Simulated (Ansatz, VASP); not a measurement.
**Two plane-wave programs on Al2C3**

```
CELL_PARAMETERS angstrom
3.64600 0.00000 0.00000
-1.82300 3.15753 0.00000
0.00000 0.00000 4.40221
ATOMIC_POSITIONS crystal
Al 0.33333 0.66667 0.13800
Al 0.66667 0.33333 0.86200
C 0.00000 0.00000 0.00000
C 0.33333 0.66667 0.62500
C 0.66667 0.33333 0.37500
```

Alike in both runs: task relaxation of cell and atoms; functional PBE; k mesh 6 × 6 × 4; occupations gaussian, width 0.1 eV; no spin polarisation.

```csv
,VASP,Ansatz
version,VASP 6.6.1,Ansatz 0.2.0
potentials or method,"VASP PAW PBE potentials, release 64 (Al, C), cutoff 600 eV","scalar-relativistic, plane waves, PAW"
valence electrons in the cell,18,18
```

|  | VASP | Ansatz | Ansatz less VASP |
| --- | --- | --- | --- |
| gap on the k mesh at the Fermi level, each at its own relaxed structure (eV) | none | none | - |
| relaxed volume (Å³/atom) | 8.62 | 8.67 | +0.050 |
| relaxed cell length with the largest relative difference (Å) | 6.039 | 6.096 | +0.0572 |

A gap of «none» marks a metal or a gap that the smearing closes.
